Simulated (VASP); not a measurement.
# Nb (P6_3/mmc) in VASP: relaxation of cell and atoms with revPBE

Aim: the relaxation of cell and atoms of Nb with revPBE.

All numbers are computed with VASP 6.6.1; they aren't measurements. Logs are shortened: lines on timing, memory, paths and dates and some standing lists are left out, and cuts for length are marked.

**1. The cell of the first run**

The structure is hexagonal, space group P6_3/mmc (No. 194). Conventional cell: a = 2.940 Å, b = 2.940 Å, c = 9.603 Å, α = 90.00°, β = 90.00°, γ = 120.00°. Nb (site symmetry -3m) has 12 Nb at 2.94 Å within 3.9 Å. Within 3.9 Å of Nb (site symmetry -6m2) lie 12 Nb at 2.94 Å.

This isn't the form of Nb at room conditions, which is bcc.

**2. Relaxation of cell and atoms, revPBE**

File INCAR:

```
PREC = Accurate ; ENCUT = 600
EDIFF = 1E-7 ; ISMEAR = -1
SIGMA = 0.1 ; LREAL = False
LASPH = True ; NELM = 80
ALGO = Normal ; ISIF = 3
LWAVE = False ; LCHARG = False
GGA = RE ; IBRION = 2
NSW = 80 ; EDIFFG = -0.01
```

File KPOINTS:

```
regular mesh
0
Gamma
  12 12 4
```

File POSCAR:

```
Nb
1.0
    2.9403180252      0.0000000000      0.0000000000
   -1.4701590126      2.5463901050      0.0000000000
    0.0000000000      0.0000000000      9.6030786702
Nb
4
Direct
    0.0000000000      0.0000000000      0.0000000000
    0.0000000000      0.0000000000      0.5000000000
    0.3333333333      0.6666666667      0.2500000000
    0.6666666667      0.3333333333      0.7500000000
```

Potentials or basis: VASP PAW PBE potentials, release 64 (Nb_sv).

Launch:

```
$ cat potpaw_PBE.64/Nb_sv/POTCAR > POTCAR
$ mpirun -np 1 vasp_std > vasp.out
```

OUTCAR:

```text
PREC = Accurate
   ENCUT = 600
   EDIFF = 1E-7
   ISMEAR = -1
   LREAL = False
   LASPH = True
   NELM = 80
   ISIF = 3
   GGA = RE
   IBRION = 2
   NSW = 80
   EDIFFG = -0.01

 ion  position               nearest neighbor table
   1  0.000  0.000  0.000-   3 2.94   4 2.94   3 2.94   4 2.94   4 2.94   3 2.94
   2  0.000  0.000  0.500-   3 2.94   4 2.94   3 2.94   4 2.94   4 2.94   3 2.94
   3  0.333  0.667  0.250-   1 2.94   2 2.94   1 2.94   2 2.94   1 2.94   2 2.94
   4  0.667  0.333  0.750-   1 2.94   2 2.94   1 2.94   2 2.94   1 2.94   2 2.94

  LATTYP: Found a hexagonal cell.
 ALAT       =     2.9403180252
 C/A-ratio  =     3.2660000000

  Lattice vectors:

 A1 = (   2.9403180252,   0.0000000000,   0.0000000000)
 A2 = (  -1.4701590126,   2.5463901050,   0.0000000000)
 A3 = (   0.0000000000,   0.0000000000,   9.6030786702)

Analysis of symmetry for initial positions (statically):
=====================================================================
 Subroutine PRICEL returns:
 Original cell was already a primitive cell.

 Routine SETGRP: Setting up the symmetry group for a
 hexagonal supercell.

 Subroutine GETGRP returns: Found 24 space group operations
 (whereof 12 operations were pure point group operations)
 out of a pool of 24 trial point group operations.

The static configuration has the point symmetry D_3d.
 The point group associated with its full space group is D_6h.

Analysis of symmetry for dynamics (positions and initial velocities):
=====================================================================
 Subroutine PRICEL returns:
 Original cell was already a primitive cell.

 Routine SETGRP: Setting up the symmetry group for a
 hexagonal supercell.

 Subroutine GETGRP returns: Found 24 space group operations
 (whereof 12 operations were pure point group operations)
 out of a pool of 24 trial point group operations.

The dynamic configuration has the point symmetry D_3d.
 The point group associated with its full space group is D_6h.

 Subroutine INISYM returns: Found 24 space group operations
 (whereof 12 operations are pure point group operations),
 and found     1 'primitive' translations

----------------------------------------------------------------------------------------

                                     Primitive cell

  volume of cell :      71.9001

  direct lattice vectors                    reciprocal lattice vectors
     2.940318025  0.000000000  0.000000000     0.340099265  0.196356402  0.000000000
    -1.470159013  2.546390105  0.000000000     0.000000000  0.392712805  0.000000000
     0.000000000  0.000000000  9.603078670     0.000000000  0.000000000  0.104133272

  length of vectors
     2.940318025  2.940318025  9.603078670     0.392712805  0.392712805  0.104133272

  position of ions in fractional coordinates (direct lattice)
     0.000000000  0.000000000  0.000000000
     0.000000000  0.000000000  0.500000000
     0.333333333  0.666666667  0.250000000
     0.666666667  0.333333333  0.750000000

  ion indices of the primitive-cell ions
   primitive index   ion index
                 1           1
                 2           2
                 3           3
                 4           4

----------------------------------------------------------------------------------------

 KPOINTS: regular mesh

Automatic generation of k-mesh.
 Grid dimensions read from file:
 generate k-points for:   12   12    4

 Generating k-lattice:

  Cartesian coordinates                     Fractional coordinates (reciprocal lattice)
     0.028341605  0.016363034  0.000000000     0.083333333 -0.000000000  0.000000000
     0.000000000  0.032726067  0.000000000     0.000000000  0.083333333  0.000000000
     0.000000000  0.000000000  0.026033318     0.000000000  0.000000000  0.250000000

  Length of vectors
     0.032726067  0.032726067  0.026033318

  Shift w.r.t. Gamma in fractional coordinates (k-lattice)
     0.000000000  0.000000000  0.000000000

 Subroutine IBZKPT returns following result:
 ===========================================

 Found     57 irreducible k-points:

 Following reciprocal coordinates:
            Coordinates               Weight
  0.000000  0.000000  0.000000      1.000000
  0.083333  0.000000  0.000000      6.000000
  0.166667  0.000000  0.000000      6.000000
  0.250000  0.000000  0.000000      6.000000
  0.333333  0.000000  0.000000      6.000000
  0.416667  0.000000  0.000000      6.000000
[... 16 lines left out ...]
  0.250000  0.000000  0.250000     12.000000
  0.333333  0.000000  0.250000     12.000000
 [... further k-points ...]
   k-points           NKPTS =     57   k-points in BZ     NKDIM =     57   number of bands    NBANDS=     31
   number of dos      NEDOS =    301   number of ions     NIONS =      4
   total plane-waves  NPLWV =  46080
   dimension x,y,z NGX =    24 NGY =   24 NGZ =   80
   dimension x,y,z NGXF=    48 NGYF=   48 NGZF=  160
   ions per type =               4
   NGX,Y,Z   is equivalent  to a cutoff of  13.57, 13.57, 13.85 a.u.
   NGXF,Y,Z  is equivalent  to a cutoff of  27.14, 27.14, 27.70 a.u.
 SYSTEM =  unknown system
   PREC   = accura    normal or accurate (medium, high low for compatibility)
   ISTART =      0    job   : 0-new  1-cont  2-samecut
   ICHARG =      2    charge: 1-file 2-atom 10-const
   ISPIN  =      1    spin polarized calculation?
   LNONCOLLINEAR =      F non collinear calculations
   LSORBIT =      F    spin-orbit coupling
   LASPH  =      T    aspherical Exc in radial PAW
   ENCUT  =  600.0 eV  44.10 Ry    6.64 a.u.   5.87  5.87 19.18*2*pi/ulx,y,z
   NELM   =     80;   NELMIN=  2; NELMDL= -5     # of ELM steps
   EDIFF  = 0.1E-06   stopping-criterion for ELM
   LREAL  =      F    real-space projection
   EDIFFG = -.1E-01   stopping-criterion for IOM
   NSW    =     80    number of steps for IOM
   IBRION =      2    ionic relax: 0-MD 1-quasi-New 2-CG
   NFREE  =      1    steps in history (QN), initial steepest desc. (CG)
   ISIF   =      3    stress and relaxation
   ISYM   =      2    0-nonsym 1-usesym 2-fastsym
   POTIM  = 0.5000    time-step for ionic-motion
   TEBEG  =    0.0;   TEEND  =   0.0 temperature during run
   PSTRESS=    0.0 pullay stress
   NELECT =      52.0000    total number of electrons
   NUPDOWN=      -1.0000    fix difference up-down
   EMIN   =  10.00;   EMAX   =-10.00  energy-range for DOS
   EFERMI =   0.00;   METHOD = LEGACY
   ISMEAR =    -1;   SIGMA  =   0.10  broadening in eV -4-tet -1-fermi 0-gaus
   EFERMI_NEDOS =   21; number of points for ismear=-14 and -15
   IALGO  =     38    algorithm
   IMIX   =      4    mixing-type and parameters
     AMIX     =   0.40;   BMIX     =  1.00
     AMIX_MAG =   1.60;   BMIX_MAG =  1.00
  volume/ion in A,a.u.               =      17.98       121.30
  Fermi-wavevector in a.u.,A,eV,Ry     =   1.469488  2.776930 29.380351  2.159395
  Thomas-Fermi vector in A             =   2.584859
   LORBIT       =      0    0 simple, 1 ext, 2 COOP (PROOUT), +10 PAW based schemes
   GGA     = RE    functional components
   LHFCALC =     F    Hartree Fock is set to
   AEXX    =    0.0000 exact exchange contribution
   IVDW    =     0    specifies the selected vdW correction
   LEPSILON=     F    determine dielectric tensor
   LRPA    =     F    only Hartree local field effects (RPA)
 conjugate gradient relaxation of ions
 non-spin polarized calculation
  energy-cutoff  :      600.00
  volume of cell :       71.90
 maximum number of plane-waves:      2418
 NGX is ok and might be reduce to    24
   NGX = 11   NGY = 11   NGZ = 39

--------------------------------------- Ionic step        1  -------------------------------------------

 number of electron      52.0000001 magnetization

 Free energy of the ion-electron system (eV)
  ---------------------------------------------------
  ext. energy  EPLUGINS =         0.00000000
  ---------------------------------------------------
  free energy    TOTEN  =       -37.95151268 eV

  energy without entropy =      -37.78126549  energy(sigma->0) =      -37.86638908

------------------------ aborting loop because EDIFF is reached ----------------------------------------

  FORCE on cell =-STRESS in cart. coord.  units (eV):
  Direction    XX          YY          ZZ          XY          YZ          ZX
  --------------------------------------------------------------------------------------
  -------------------------------------------------------------------------------------
  Total        3.4220032      3.4220032      5.3498675      0.0000000      0.0000000     -0.0000000
  in kB       76.2537596     76.2537596    119.2130705      0.0000000      0.0000000     -0.0000000
  external PRESSURE =      90.5735299 kB  Pullay stress =       0.0000000 kB
[... 23 lines left out ...]
  energy  without entropy=      -37.7812654938  energy(sigma->0) =      -37.86638908

--------------------------------------- Ionic step        2  -------------------------------------------

 number of electron      51.9999999 magnetization

 E-fermi :   9.7128     XC(G=0): -11.7360

 val. band max:        9.7067819206   @ k =   0.4167   0.0833   0.5000
 cond. band min:       9.7128625506   @ k =   0.4167   0.0833   0.2500
 fundamental gap:      0.0060806300
 Fermi energy:         9.7127995855

 k-point     1 :       0.0000    0.0000    0.0000
  band No.  band energies     occupation
      1     -45.2534      2.00000
      2     -45.2222      2.00000
      3     -45.1483      2.00000
      4     -45.1164      2.00000
      5     -21.6173      2.00000
      6     -21.2494      2.00000
[... 805 lines left out ...]
     30      10.8631      0.00002
     31      11.8740      0.00000

 [... further k-points ...]
[... 5 lines left out ...]
  --------------------------------------------------------------------------------------
  -------------------------------------------------------------------------------------
  Total       -6.9802914     -6.9802914     -5.0227555     -0.0000000      0.0000000     -0.0000000
  in kB     -134.7631966   -134.7631966    -96.9705349     -0.0000000      0.0000000     -0.0000000
  external PRESSURE =    -122.1656427 kB  Pullay stress =       0.0000000 kB
[... 57 lines left out ...]
  FREE ENERGIE OF THE ION-ELECTRON SYSTEM (eV)
  ---------------------------------------------------
  free  energy   TOTEN  =       -38.0665471037 eV

  energy  without entropy=      -37.8832458166  energy(sigma->0) =      -37.97489646

[... ionic steps 4 to 10 ...]

--------------------------------------- Ionic step       11  -------------------------------------------

 number of electron      52.0000002 magnetization

------------------------ aborting loop because EDIFF is reached ----------------------------------------

  FORCE on cell =-STRESS in cart. coord.  units (eV):
  Direction    XX          YY          ZZ          XY          YZ          ZX
  --------------------------------------------------------------------------------------
  -------------------------------------------------------------------------------------
  Total        0.5532996      0.5532996      0.6175020      0.0000000      0.0000000      0.0000000
  in kB       11.8261222     11.8261222     13.1983726      0.0000000      0.0000000      0.0000000
  external PRESSURE =      12.2835390 kB  Pullay stress =       0.0000000 kB
[... 61 lines left out ...]
  energy  without entropy=      -38.0174269928  energy(sigma->0) =      -38.10684498

--------------------------------------- Ionic step       13  -------------------------------------------

 number of electron      52.0000004 magnetization

 Free energy of the ion-electron system (eV)
  ---------------------------------------------------
  ext. energy  EPLUGINS =         0.00000000
  ---------------------------------------------------
  free energy    TOTEN  =       -38.19629497 eV

  energy without entropy =      -38.01790251  energy(sigma->0) =      -38.10709874

 E-fermi :  10.9195     XC(G=0): -12.1924

 val. band max:       10.9023674387   @ k =   0.4167   0.1667   0.0000
 cond. band min:      10.9336829905   @ k =   0.0833   0.0000   0.0000
 fundamental gap:      0.0313155518
 Fermi energy:        10.9195340848

 k-point     1 :       0.0000    0.0000    0.0000
  band No.  band energies     occupation
      1     -43.8524      2.00000
      2     -43.8084      2.00000
      3     -43.7773      2.00000
      4     -43.7326      2.00000
      5     -20.3039      2.00000
      6     -19.8910      2.00000
[... 805 lines left out ...]
     30      12.7313      0.00000
     31      13.5714      0.00000

 [... further k-points ...]
[... 5 lines left out ...]
  --------------------------------------------------------------------------------------
  -------------------------------------------------------------------------------------
  Total        0.0040474      0.0040474     -0.0050445      0.0000000      0.0000000      0.0000000
  in kB        0.0858337      0.0858337     -0.1069800      0.0000000      0.0000000      0.0000000
  external PRESSURE =       0.0215625 kB  Pullay stress =       0.0000000 kB
[... 19 lines left out ...]
  FREE ENERGIE OF THE ION-ELECTRON SYSTEM (eV)
  ---------------------------------------------------
  free  energy   TOTEN  =       -38.1962949715 eV

  energy  without entropy=      -38.0179025066  energy(sigma->0) =      -38.10709874

 reached required accuracy - stopping structural energy minimisation
```

Wall time 34 min (1 thread of Intel Xeon Platinum 8488C (Sapphire Rapids), shared host); peak memory 0.28 GiB.

Results:

```yaml
Free_energy: -38.1963 eV
Relaxed_volume: 18.89 Å³/atom
Relaxed_cell: a = 2.878 Å, b = 2.878 Å, c = 10.535 Å, α = 90.00°, β = 90.00°, γ = 120.00°
Space_group_after_relaxing_to_0.1_Å: P6_3/mmc (No. 194)
Energy_gained_by_relaxing: 61.2 meV/atom
Ionic_steps: 13
Pressure_after_relaxing: 0.0 GPa
Band_gap_on_the_k_mesh: zero (bands 26 and 27 overlap by 1.39 eV)
```

The path:
```
step  energy change (eV)  largest force (eV/Å)  pressure (GPa)  volume (Å³)
   1              0.0000                0.0000            9.06        71.90
   2              0.1641                0.0000          -12.22        82.99
   3             -0.1150                0.0000           -0.64        76.05
   4             -0.1151                0.0000           -0.45        75.96
   5             -0.1464                0.0000           -0.54        75.96
   6             -0.2364                0.0000           -0.58        75.81
   7              0.1137                0.0000            3.93        74.92
   8             -0.2435                0.0000           -0.46        75.76
   9             -0.2446                0.0000           -0.35        75.72
  10             -0.2445                0.0000           -0.39        75.73
  11             -0.2425                0.0000            1.23        74.96
  12             -0.2448                0.0000            0.00        75.55
  13             -0.2448                0.0000            0.00        75.55
```

Final structure:
```
Nb
1.0
     2.87755    0.00000    0.00000
    -1.43877    2.49203    0.00000
     0.00000    0.00000   10.53542
Nb
4
Direct
  0.00000 0.00000 0.00000
  0.00000 0.00000 0.50000
  0.33333 0.66667 0.25000
  0.66667 0.33333 0.75000
```

Caveat: the PAW data sets were made with another functional, which shifts forces and pressure a little.

The gap in the log of VASP goes by the Fermi energy; the results here count the filled bands.